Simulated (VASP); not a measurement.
# Au (Cmcm) in VASP: notebook, part 2 of 2

VASP 6.6.1. Earlier steps stand in the parts before.

## Step 3: Single point, PBEsol (equal strain along all axes, cell held: -2.0 %, then relaxed in part)

Contents of INCAR:

```
SYSTEM = Au
ALGO = Fast
EDIFF = 1E-6
ENCUT = 520
GGA = PS
ISIF = 2
ISMEAR = 0
LASPH = .TRUE.
LCHARG = .TRUE.
LELF = .TRUE.
LREAL = .FALSE.
LVHAR = .TRUE.
LWAVE = .FALSE.
NBANDS = 30
NELM = 60
PREC = Accurate
SIGMA = 0.1
```

Contents of KPOINTS:

```
k-points
0
G
  18 10 12
  0 0 0
```

Contents of POSCAR:

```
Au
1.0
    2.7636294627      0.0000000000      0.0000000000
    0.0000000000      4.9333260740      0.0000000000
    0.0000000000      0.0000000000      4.7046640004
Au
4
Direct
    0.0000000000      0.3369794549      0.7500000000
    0.5000000000      0.1630205451      0.2500000000
    0.5000000000      0.8369794549      0.7500000000
    0.0000000000      0.6630205451      0.2500000000
```

Potentials or basis: VASP PAW PBE potentials, release 64 (Au).

Started as:

```
$ cat potpaw_PBE.64/Au/POTCAR > POTCAR
$ mpirun -np 1 vasp_std > vasp.out
```

OUTCAR:

```text
SYSTEM = Au
   EDIFF = 1E-6
   ENCUT = 520
   GGA = PS
   ISIF = 2
   ISMEAR = 0
   LASPH = .TRUE.
   LREAL = .FALSE.
   NELM = 60
   PREC = Accurate

 ion  position               nearest neighbor table
   1  0.000  0.337  0.750-   3 2.83   3 2.83   3 2.83   3 2.83   4 2.85   4 2.85   2 2.86   2 2.86
                             2 2.86   2 2.86
   2  0.500  0.163  0.250-   4 2.83   4 2.83   4 2.83   4 2.83   3 2.85   3 2.85   1 2.86   1 2.86
                             1 2.86   1 2.86
   3  0.500  0.837  0.750-   1 2.83   1 2.83   1 2.83   1 2.83   2 2.85   2 2.85   4 2.86   4 2.86
                             4 2.86   4 2.86
   4  0.000  0.663  0.250-   2 2.83   2 2.83   2 2.83   2 2.83   1 2.85   1 2.85   3 2.86   3 2.86
                             3 2.86   3 2.86

  LATTYP: Found a simple orthorhombic cell.
 ALAT       =     2.7636294627
 B/A-ratio  =     1.7023497773
 C/A-ratio  =     1.7850895500

  Lattice vectors:

 A1 = (  -2.7636294627,   0.0000000000,   0.0000000000)
 A2 = (   0.0000000000,   0.0000000000,   4.7046640004)
 A3 = (   0.0000000000,   4.9333260740,   0.0000000000)

Analysis of symmetry for initial positions (statically):
=====================================================================
 Subroutine PRICEL returns following result:

  LATTYP: Found a base centered orthorhombic cell.
 ALAT       =     2.7636294627
 B/A-ratio  =     1.7850895500
 C/A-ratio  =     1.7023497773

  Lattice vectors:

 A1 = (  -1.3818147313,   2.4666630370,   0.0000000000)
 A2 = (  -1.3818147313,  -2.4666630370,   0.0000000000)
 A3 = (   0.0000000000,   0.0000000000,   4.7046640004)

   2 primitive cells build up your supercell.

 Routine SETGRP: Setting up the symmetry group for a
 simple orthorhombic supercell.

 Subroutine GETGRP returns: Found  8 space group operations
 (whereof  4 operations were pure point group operations)
 out of a pool of  8 trial point group operations.

The static configuration has the point symmetry C_2h.
 The point group associated with its full space group is D_2h.

Analysis of symmetry for dynamics (positions and initial velocities):
=====================================================================
 Subroutine PRICEL returns following result:

  LATTYP: Found a base centered orthorhombic cell.
 ALAT       =     2.7636294627
 B/A-ratio  =     1.7850895500
 C/A-ratio  =     1.7023497773

  Lattice vectors:

 A1 = (  -1.3818147313,   2.4666630370,   0.0000000000)
 A2 = (  -1.3818147313,  -2.4666630370,   0.0000000000)
 A3 = (   0.0000000000,   0.0000000000,   4.7046640004)

   2 primitive cells build up your supercell.

 Routine SETGRP: Setting up the symmetry group for a
 simple orthorhombic supercell.

 Subroutine GETGRP returns: Found  8 space group operations
 (whereof  4 operations were pure point group operations)
 out of a pool of  8 trial point group operations.

The dynamic configuration has the point symmetry C_2h.
 The point group associated with its full space group is D_2h.

 Subroutine INISYM returns: Found  8 space group operations
 (whereof  4 operations are pure point group operations),
 and found     2 'primitive' translations

----------------------------------------------------------------------------------------

                                     Primitive cell
[... 45 lines left out ...]

 Following reciprocal coordinates:
            Coordinates               Weight
  0.000000  0.000000  0.000000      1.000000
  0.055556  0.000000  0.000000      2.000000
  0.111111  0.000000  0.000000      2.000000
  0.166667  0.000000  0.000000      2.000000
  0.222222  0.000000  0.000000      2.000000
  0.277778  0.000000  0.000000      2.000000
[... 16 lines left out ...]
  0.111111  0.200000  0.000000      4.000000
  0.166667  0.200000  0.000000      4.000000
 [... further k-points ...]
   k-points           NKPTS =    420   k-points in BZ     NKDIM =    420   number of bands    NBANDS=     30
   number of dos      NEDOS =    301   number of ions     NIONS =      4
   total plane-waves  NPLWV =  34560
   dimension x,y,z NGX =    24 NGY =   40 NGZ =   36
   dimension x,y,z NGXF=    48 NGYF=   80 NGZF=   72
   ions per type =               4
   NGX,Y,Z   is equivalent  to a cutoff of  14.44, 13.48, 12.72 a.u.
   NGXF,Y,Z  is equivalent  to a cutoff of  28.87, 26.96, 25.44 a.u.
 SYSTEM =  Au
   PREC   = accura    normal or accurate (medium, high low for compatibility)
   ISTART =      0    job   : 0-new  1-cont  2-samecut
   ICHARG =      2    charge: 1-file 2-atom 10-const
   ISPIN  =      1    spin polarized calculation?
   LNONCOLLINEAR =      F non collinear calculations
   LSORBIT =      F    spin-orbit coupling
   LASPH  =      T    aspherical Exc in radial PAW
   ENCUT  =  520.0 eV  38.22 Ry    6.18 a.u.   5.14  9.17  8.75*2*pi/ulx,y,z
   NELM   =     60;   NELMIN=  2; NELMDL= -5     # of ELM steps
   EDIFF  = 0.1E-05   stopping-criterion for ELM
   LREAL  =      F    real-space projection
   EDIFFG = 0.1E-04   stopping-criterion for IOM
   NSW    =      0    number of steps for IOM
   IBRION =     -1    ionic relax: 0-MD 1-quasi-New 2-CG
   NFREE  =      0    steps in history (QN), initial steepest desc. (CG)
   ISIF   =      2    stress and relaxation
   ISYM   =      2    0-nonsym 1-usesym 2-fastsym
   POTIM  = 0.5000    time-step for ionic-motion
   TEBEG  =    0.0;   TEEND  =   0.0 temperature during run
   PSTRESS=    0.0 pullay stress
   NELECT =      44.0000    total number of electrons
   NUPDOWN=      -1.0000    fix difference up-down
   EMIN   =  10.00;   EMAX   =-10.00  energy-range for DOS
   EFERMI =   0.00;   METHOD = LEGACY
   ISMEAR =     0;   SIGMA  =   0.10  broadening in eV -4-tet -1-fermi 0-gaus
   EFERMI_NEDOS =   21; number of points for ismear=-14 and -15
   IALGO  =     68    algorithm
   IMIX   =      4    mixing-type and parameters
     AMIX     =   0.40;   BMIX     =  1.00
     AMIX_MAG =   1.60;   BMIX_MAG =  1.00
  volume/ion in A,a.u.               =      16.04       108.21
  Fermi-wavevector in a.u.,A,eV,Ry     =   1.443809  2.728403 28.362479  2.084583
  Thomas-Fermi vector in A             =   2.562175
   LORBIT       =      0    0 simple, 1 ext, 2 COOP (PROOUT), +10 PAW based schemes
   GGA     = PS    functional components
   LHFCALC =     F    Hartree Fock is set to
   AEXX    =    0.0000 exact exchange contribution
   IVDW    =     0    specifies the selected vdW correction
   LEPSILON=     F    determine dielectric tensor
   LRPA    =     F    only Hartree local field effects (RPA)
 non-spin polarized calculation
 RMM-DIIS sequential band-by-band and
 Gauss-broadening in eV      SIGMA  =   0.10
  energy-cutoff  :      520.00
  volume of cell :       64.14
 maximum number of plane-waves:      1756
 NGX is ok and might be reduce to    24

 number of electron      43.9999997 magnetization

 Free energy of the ion-electron system (eV)
  ---------------------------------------------------
  ext. energy  EPLUGINS =         0.00000000
  ---------------------------------------------------
  free energy    TOTEN  =       -15.52656595 eV

  energy without entropy =      -15.52133771  energy(sigma->0) =      -15.52395183

 E-fermi :  10.3315     XC(G=0): -13.2476

 val. band max:       10.3309042085   @ k =   0.2222   0.5000   0.3333
 cond. band min:      10.3345925048   @ k =   0.1111   0.0000   0.0000
 fundamental gap:      0.0036882962
 Fermi energy:        10.3314889801

 k-point     1 :       0.0000    0.0000    0.0000
  band No.  band energies     occupation
      1      -0.2590      2.00000
      2       2.3198      2.00000
      3       2.8095      2.00000
      4       2.9142      2.00000
      5       3.5187      2.00000
      6       5.0871      2.00000
[... 781 lines left out ...]
     29      21.9378      0.00000
     30      23.3979      0.00000

 [... further k-points ...]

------------------------ aborting loop because EDIFF is reached ----------------------------------------

  FORCE on cell =-STRESS in cart. coord.  units (eV):
  Direction    XX          YY          ZZ          XY          YZ          ZX
  --------------------------------------------------------------------------------------
  -------------------------------------------------------------------------------------
  Total        5.2684224      4.5101377      4.7176281      0.0000000      0.0000000      0.0000000
  in kB      131.5960708    112.6554327    117.8381815      0.0000000      0.0000000      0.0000000
  external PRESSURE =     120.6965617 kB  Pullay stress =       0.0000000 kB

 VOLUME and BASIS-vectors are now :
 -----------------------------------------------------------------------------
  energy-cutoff  :      520.00
  volume of cell :       64.14
      direct lattice vectors                 reciprocal lattice vectors
     2.763629463  0.000000000  0.000000000     0.361843009  0.000000000  0.000000000
     0.000000000  4.933326074  0.000000000     0.000000000  0.202703001  0.000000000
     0.000000000  0.000000000  4.704664000     0.000000000  0.000000000  0.212555030

 POSITION                                       TOTAL-FORCE (eV/Angst)
 -----------------------------------------------------------------------------------
      0.00000      1.66243      3.52850        -0.000000      0.006447      0.000000
      1.38181      0.80423      1.17617         0.000000     -0.006447     -0.000000
      1.38181      4.12909      3.52850         0.000000      0.006447     -0.000000
      0.00000      3.27090      1.17617        -0.000000     -0.006447     -0.000000
 -----------------------------------------------------------------------------------
    total drift:                                0.000000     -0.000000     -0.000000

  FREE ENERGIE OF THE ION-ELECTRON SYSTEM (eV)
  ---------------------------------------------------
  free  energy   TOTEN  =       -15.5265659479 eV

  energy  without entropy=      -15.5213377094  energy(sigma->0) =      -15.52395183
```

OSZICAR:

```text
N       E                     dE             d eps       ncg     rms          rms(c)
DAV:   1     0.290053943738E+03    0.29005E+03   -0.23190E+04 25200   0.145E+03
DAV:   2    -0.964443459451E+01   -0.29970E+03   -0.28611E+03 27420   0.329E+02
DAV:   3    -0.168513883999E+02   -0.72070E+01   -0.71398E+01 29086   0.513E+01
DAV:   4    -0.168922434720E+02   -0.40855E-01   -0.40847E-01 27270   0.400E+00
DAV:   5    -0.168926012181E+02   -0.35775E-03   -0.35774E-03 29040   0.412E-01    0.231E+01
RMM:   6    -0.156478706311E+02    0.12447E+01   -0.24469E+00 25208   0.971E+00    0.139E+01
RMM:   7    -0.155442116315E+02    0.10366E+00   -0.56139E-01 25644   0.458E+00    0.474E+00
RMM:   8    -0.155269895738E+02    0.17222E-01   -0.88752E-02 25680   0.191E+00    0.102E+00
RMM:   9    -0.155265347257E+02    0.45485E-03   -0.38570E-03 26762   0.377E-01    0.226E-01
RMM:  10    -0.155265898359E+02   -0.55110E-04   -0.58531E-04 27125   0.123E-01    0.236E-01
RMM:  11    -0.155265645746E+02    0.25261E-04   -0.11121E-04 26958   0.654E-02    0.226E-02
RMM:  12    -0.155265662120E+02   -0.16374E-05   -0.12938E-05 25719   0.200E-02    0.154E-02
RMM:  13    -0.155265659479E+02    0.26410E-06   -0.22167E-06 18429   0.764E-03
   1 F= -.15526566E+02 E0= -.15523952E+02  d E =-.522824E-02
```

Wall time 3.9 min (1 thread of Intel Xeon 6975P-C (Granite Rapids), shared host); peak memory 0.63 GiB.

Results:

```
Free energy            : -15.5266 eV
Pressure               : 12.1 GPa
Largest force          : 0.006 eV/Å
Band gap on the k mesh : zero (bands 22 and 23 overlap by 4.44 eV)
```

Forces on the atoms (eV/Å):
```
Au   0.000  0.006  0.000
Au   0.000 -0.006  0.000
Au   0.000  0.006  0.000
Au   0.000 -0.006  0.000
```

Levels at points of the mesh, in eV from the Fermi level:
| k point | band 18 | band 19 | band 20 | band 21 | band 22 | band 23 | band 24 | band 25 | band 26 | band 27 |
| --- | --- | --- | --- | --- | --- | --- | --- | --- | --- | --- |
| (0.00, 0.00, 0.00) | -2.23 | -1.96 | -1.94 | -1.72 | -1.52 | 0.30 | 1.45 | 2.99 | 5.78 | 7.49 |
| (0.50, 0.00, 0.00) | -2.31 | -1.94 | -1.94 | 0.14 | 0.14 | 4.64 | 4.64 | 6.10 | 6.10 | 6.24 |
| (0.00, 0.50, 0.00) | -3.46 | -3.23 | -3.23 | -2.04 | -2.04 | 3.04 | 3.04 | 3.22 | 3.22 | 9.66 |
| (0.50, 0.50, 0.00) | -1.88 | -1.69 | -1.69 | 0.40 | 0.40 | 1.86 | 1.86 | 5.96 | 5.96 | 7.48 |
| (0.00, 0.00, 0.50) | -2.69 | -2.51 | -2.51 | -1.82 | -1.82 | 0.03 | 0.03 | 4.09 | 4.09 | 11.03 |
| (0.50, 0.00, 0.50) | -1.93 | -1.93 | -1.93 | 1.18 | 1.18 | 1.18 | 1.18 | 7.04 | 7.04 | 7.04 |
| (0.00, 0.50, 0.50) | -2.70 | -2.70 | -2.70 | -2.10 | -2.10 | -2.10 | -2.10 | 10.64 | 10.64 | 10.64 |
| (0.50, 0.50, 0.50) | -1.75 | -1.75 | -1.75 | 0.40 | 0.40 | 0.40 | 0.40 | 4.42 | 4.42 | 4.42 |

Caveat: the cell differs from its parent crystal (equal strain along all axes, cell held: -2.0 %, then relaxed in part); the cell stands under pressure; the PAW data sets were made with another functional, which shifts forces and pressure a little; spin-orbit coupling is left out, which moves the levels of the heavy elements.

## Step 4: Relaxation of cell and atoms, PBEsol, target pressure 60 GPa, at which the enthalpy is minimised

This run uses another cell than the first one: it holds 2 atoms, not 4.

Contents of INCAR:

```
PREC = Accurate ; ENCUT = 600
EDIFF = 1E-7 ; ISMEAR = 0
SIGMA = 0.1 ; LREAL = F
LASPH = T ; NELM = 100
ALGO = Fast ; ISIF = 3
LWAVE = F ; LCHARG = F
GGA = PS ; IBRION = 2
NSW = 70 ; EDIFFG = -0.008
PSTRESS = 600.0
```

Contents of KPOINTS:

```
Automatic mesh
0
Gamma
  18 18 10
```

Contents of POSCAR:

```
Au
1.0
    1.3311536890     -2.3371252739      0.0000000000
    1.3311536890      2.3371252739      0.0000000000
    0.0000000000      0.0000000000      4.4713260701
Au
2
Direct
    0.6648984659      0.3351015341      0.2500000000
    0.3351015341      0.6648984659      0.7500000000
```

Started as:

```
$ cat potpaw_PBE.64/Au/POTCAR > POTCAR
$ mpirun -np 1 vasp_std > vasp.out
```

Run time: 49 min. Hardware: 1 thread of Oxide Virtual Turin-like, shared host; peak memory 0.35 GiB.

Results (log left out):

- Free energy: -6.9141 eV
- Relaxed volume: 13.97 Å³/atom
- Relaxed cell: a = 2.689 Å, b = 2.689 Å, c = 4.466 Å, α = 90.00°, β = 90.00°, γ = 120.08°
- Space group after relaxing (to 0.1 Å): P6_3/mmc (No. 194)
- Energy change on relaxing (the run minimises the enthalpy): -22.4 meV/atom
- Ionic steps: 19
- Pressure after relaxing: 60.0 GPa
- Band gap on the k mesh: zero (bands 11 and 12 overlap by 8.22 eV)

Step by step:
```csv
step,energy change (eV),largest force (eV/Å),pressure (GPa),volume (Å³)
1,0.0000,0.0039,62.08,27.82
2,-0.2561,0.0094,50.12,28.55
3,-0.0514,0.0011,59.74,27.96
4,-0.0446,0.0087,60.04,27.94
5,-0.0459,0.0068,59.98,27.94
6,-0.0432,0.0087,60.11,27.93
7,-0.0411,0.0106,60.20,27.93
8,-0.0453,0.0113,59.99,27.94
9,-0.0467,0.0118,59.93,27.94
10,-0.0470,0.0118,59.92,27.94
11,-0.0470,0.0114,59.92,27.94
12,-0.0469,0.0112,59.92,27.94
13,-0.0468,0.0115,59.93,27.94
14,-0.0463,0.0114,59.95,27.94
15,-0.0466,0.0129,59.94,27.94
16,-0.0398,0.0068,60.26,27.92
17,-0.0417,0.0096,60.16,27.93
18,-0.0426,0.0067,60.12,27.93
19,-0.0449,0.0008,60.01,27.94
```

Final structure:
```cif
data_structure
_symmetry_space_group_name_H-M 'P 1'
_symmetry_Int_Tables_number 1
_cell_length_a 2.6886
_cell_length_b 2.6886
_cell_length_c 4.4662
_cell_angle_alpha 90.000
_cell_angle_beta 90.000
_cell_angle_gamma 120.080
_cell_volume 27.94
loop_
_atom_site_label
_atom_site_type_symbol
_atom_site_fract_x
_atom_site_fract_y
_atom_site_fract_z
_atom_site_occupancy
Au1 Au 0.66632 0.33368 0.25000 1
Au2 Au 0.33368 0.66632 0.75000 1
```

Levels at points of the mesh, in eV from the Fermi level:
```tsv
k point	band 9	band 10	band 11	band 12	band 13	band 14
(0.00, 0.00, 0.00)	-4.49	-2.49	-2.48	-2.23	3.90	14.07
(0.50, 0.00, 0.00)	-2.06	-1.78	0.38	2.02	6.37	8.08
(0.50, 0.50, 0.00)	-2.07	-1.78	0.38	1.99	6.36	8.10
(0.00, 0.00, 0.50)	-3.13	-3.13	-3.12	-3.12	12.06	12.06
(0.50, 0.00, 0.50)	-1.89	-1.89	-0.03	-0.03	5.13	5.13
(0.50, 0.50, 0.50)	-1.90	-1.90	-0.05	-0.05	5.11	5.11
```

Caveat: the cell is relaxed towards a set pressure, so the run minimises the enthalpy, not the energy; the PAW data sets were made with another functional, which shifts forces and pressure a little; spin-orbit coupling is left out, which moves the levels of the heavy elements.

## Step 5: Overview

| task | cell | k mesh | cutoff (eV) | gap on the mesh (eV) | pressure (GPa) |
| --- | --- | --- | --- | --- | --- |
| single point | a = 2.735, b = 4.883, c = 4.657 Å, 4 atoms, atomic positions A | 18 × 10 × 12 | 520 | none | 20.1 |
| single point | a = 2.764, b = 4.933, c = 4.705 Å, 4 atoms, atomic positions B | 18 × 10 × 12 | 520 | none | 12.1 |
| relaxation of cell and atoms | relaxed to 60 GPa from a = 2.690, b = 2.690, c = 4.471 Å, angles 90.0, 90.0, 120.7°, 2 atoms, atomic positions C | 18 × 18 × 10 | 600 | none | 60.0 |

Alike in all rows: level PBEsol; potentials or basis VASP PAW PBE potentials, release 64 (Au); no spin polarisation; smearing gaussian 0.1 eV.

Caveats: the PAW data sets were made with another functional, which shifts forces and pressure a little; spin-orbit coupling is left out, which moves the levels of the heavy elements; the cell stands under pressure (at least some runs); the cell is relaxed towards a set pressure, so the run minimises the enthalpy, not the energy (at least some runs).

Absolute energies hang on the potentials; compare differences alone.
